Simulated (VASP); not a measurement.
Input of a VASP 6.6.1 run:

INCAR

```
SYSTEM = Cu
ALGO = Normal
EDIFF = 1E-6
ENCUT = 520
GGA = PS
ISIF = 2
ISMEAR = 0
LASPH = .TRUE.
LCHARG = .FALSE.
LREAL = .FALSE.
LWAVE = .FALSE.
NBANDS = 12
NELM = 80
PREC = Accurate
SIGMA = 0.1
```

Contents of KPOINTS:

```
k-points
0
G
  20 20 20
  0 0 0
```

The input POSCAR:

```
Cu
1.0
    0.0000000000      1.7636879826      1.7636879826
    1.7636879826      0.0000000000      1.7636879826
    1.7636879826      1.7636879826      0.0000000000
Cu
1
Direct
    0.0000000000      0.0000000000      0.0000000000
```

Potentials or basis: VASP PAW PBE potentials, release 64 (Cu).

Command:

```console
$ cat potpaw_PBE.64/Cu/POTCAR > POTCAR
$ mpirun -np 1 vasp_std > vasp.out
```

Estimate the pressure.

6.3 GPa.

Caveat: the PAW data sets were made with another functional, which shifts forces and pressure a little.
